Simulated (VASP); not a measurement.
Set up this calculation in VASP 6.6.1, as the native input.

- Task: single point
- Functional: LDA
- Potentials or basis: VASP PAW LDA potentials, release 64 (Al, O)
- Cutoff: 600 eV
- k mesh: 12 × 12 × 4
- Occupations: gaussian, width 0.05 eV
- Spin: no spin polarisation
- Dipole correction: no
- Further INCAR settings: ALGO = Normal; EDIFF = 1e-06; NBANDS = 20

The structure of Al2O3 lies in POSCAR:

```
Al2O3
1.0
    2.9626459584      0.0000000000      0.0000000000
   -1.4813229792      2.5657266624      0.0000000000
    0.0000000000      0.0000000000      7.3548745087
Al O
2 3
Direct
    0.0000000000      0.0000000000      0.2744621999
    0.0000000000      0.0000000000      0.7255378001
    0.3333333333      0.6666666667      0.1952854209
    0.6666666667      0.3333333333      0.8047145791
    0.0000000000      0.0000000000      0.5000000000
```

These files were run (other wordings do the same):

INCAR

```
SYSTEM = Al2O3
ALGO = Normal
EDIFF = 1E-6
ENCUT = 600
GGA_COMPAT = .False.
ISIF = 2
ISMEAR = 0
LASPH = .True.
LCHARG = .False.
LREAL = .False.
LWAVE = .False.
NBANDS = 20
NELM = 120
PREC = Accurate
SIGMA = 0.05
```

KPOINTS

```
k-points
0
Gamma
  12 12 4
  0 0 0
```

Potentials or basis: VASP PAW LDA potentials, release 64 (Al, O).

The run is started by

```bash
$ cat potpaw_LDA.64/Al/POTCAR potpaw_LDA.64/O/POTCAR > POTCAR
$ mpirun -np 1 vasp_std > vasp.out
```

It gave:

```yaml
Pressure: 0.7 GPa
Largest_force: 0.136 eV/Å
Band_gap_on_the_k_mesh: 2.49 eV
```

It took 110 s on 1 thread of Intel Xeon 8259CL, with other jobs on the host, peak memory 0.2 GiB.
